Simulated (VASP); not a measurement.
Runs of VASP 6.6.1 on LiCl. The structure is that of space group Fm-3m (No. 225), or close to it. The cells are those of the table. 

```csv
cell,gap on the mesh (eV)
"a = 3.682, b = 3.682, c = 3.736 Å, angles 59.5, 59.5, 61.0°, 2 atoms",(b)
"a = 3.609, b = 3.609, c = 3.591 Å, angles 60.2, 60.2, 59.7°, 2 atoms",6.44
"a = 3.664, b = 3.664, c = 3.700 Å, angles 59.7, 59.7, 60.7°, 2 atoms",6.10
"a = 3.555, b = 3.555, c = 3.482 Å, angles 60.7, 60.7, 58.6°, 2 atoms",6.76
"a = 3.591, b = 3.591, c = 3.555 Å, angles 60.3, 60.3, 59.3°, 2 atoms",6.54
"a = 3.645, b = 3.645, c = 3.663 Å, angles 59.8, 59.8, 60.3°, 2 atoms",(a)
```

Alike in all rows: task single point; level PBE; potentials or basis VASP PAW PBE potentials, release 64 (Li_sv, Cl); no spin polarisation; k mesh 8 × 8 × 8; cutoff (eV) 520; smearing gaussian 0.05 eV.

Task: Estimate the missing entries.

Result: (a) 6.22; (b) 5.99.

A k mesh can miss the band edges.
